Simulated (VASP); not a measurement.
**AlB2P3: single point with PBE**

The system is AlB2P3.

```
CELL_PARAMETERS angstrom
2.45462 1.41717 4.31712
-2.45462 1.41717 4.31712
0.00000 -2.83435 4.31712
ATOMIC_POSITIONS crystal
Al 0.00000 0.00000 0.00000
B 0.71845 0.71845 0.71845
B 0.28155 0.28155 0.28155
P 0.00000 0.50000 0.00000
P 0.50000 0.00000 0.00000
P 0.00000 0.00000 0.50000
```

```
Program             : VASP 6.6.1
Task                : single point
Functional          : PBE
Potentials or basis : VASP PAW PBE potentials, release 64 (Al, B, P)
Cutoff              : 520 eV
k mesh              : 12 × 12 × 12
Occupations         : gaussian, width 0.1 eV
Spin                : no spin polarisation
```

- Pressure: -0.2 GPa
- Largest force: 0.011 eV/Å
- Band gap on the k mesh: zero (band 12 reaches 7.24 eV, above the bottom of band 13 at 5.97 eV)

Forces on the atoms (eV/Å):
```
Al   0.000  0.000  0.000
B    0.000  0.000  0.011
B    0.000  0.000 -0.011
P    0.000  0.000  0.000
P    0.000  0.000  0.000
P    0.000  0.000  0.000
```

Levels at points of the mesh, in eV from the Fermi level:
```csv
k point,band 10,band 11,band 12,band 13,band 14,band 15
"(0.00, 0.00, 0.00)",-4.03,-3.58,0.05,0.05,0.10,0.90
"(0.50, 0.00, 0.00)",-1.91,-1.85,-0.69,-0.62,0.34,2.37
"(0.50, 0.50, 0.00)",-1.33,-1.12,-0.35,0.01,0.22,0.67
"(0.50, 0.50, 0.50)",-2.88,-0.93,0.66,1.94,1.94,2.37
```

Wall time 2.4 min on 1 thread of Intel(R) Xeon(R) 6975P-C (Granite Rapids), on a shared host, peak memory 0.46 GiB.
